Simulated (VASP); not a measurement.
Input of a VASP 6.6.1 run:

The input INCAR:

```
SYSTEM = Au
PREC     = Accurate       ! precision mode
ENCUT    = 500            ! plane-wave cutoff, eV
EDIFF    = 1E-7           ! SCF threshold, eV
ISMEAR   = -1             ! smearing method
SIGMA    = 0.1            ! smearing width, eV
LREAL    = .False.        ! projectors in reciprocal space
LASPH    = .True.         ! aspherical terms in the spheres
NELM     = 120            ! most SCF steps
ALGO     = Normal         ! electronic algorithm
ISIF     = 3              ! what is computed and relaxed
LWAVE    = .False.        ! write WAVECAR
LCHARG   = .False.        ! write CHGCAR
GGA      = PS             ! functional
IBRION   = 2              ! ionic algorithm
NSW      = 60             ! ionic steps
EDIFFG   = -0.03          ! ionic threshold
GGA_COMPAT= .False.      
NELMIN   = 4
```

File KPOINTS:

```
Automatic mesh
0
Gamma
  7 7 7
  0 0 0
```

POSCAR

```
Au
1.0
    2.6500000000      0.0000000000      0.0000000000
    0.0000000000      2.6500000000      0.0000000000
    0.0000000000      0.0000000000      2.6500000000
Au
1
Direct
    0.0000000000      0.0000000000      0.0000000000
```

Potentials or basis: VASP PAW PBE potentials, release 64 (Au).

Run with:

```sh
$ cat potpaw_PBE.64/Au/POTCAR > POTCAR
$ mpirun -np 1 vasp_std > vasp.out
```

(1) What does it give for the relaxed volume?

(2) Predict the relaxed cell.

(3) What does it give for the space group after relaxing (to 0.05 Å)?

Answers

(1) 19.56 Å³/atom.

(2) a = 2.694 Å, b = 2.694 Å, c = 2.694 Å, α = 90.00°, β = 90.00°, γ = 90.00°.

(3) Pm-3m (No. 221).

Caveat: the PAW data sets were made with another functional, which shifts forces and pressure a little.
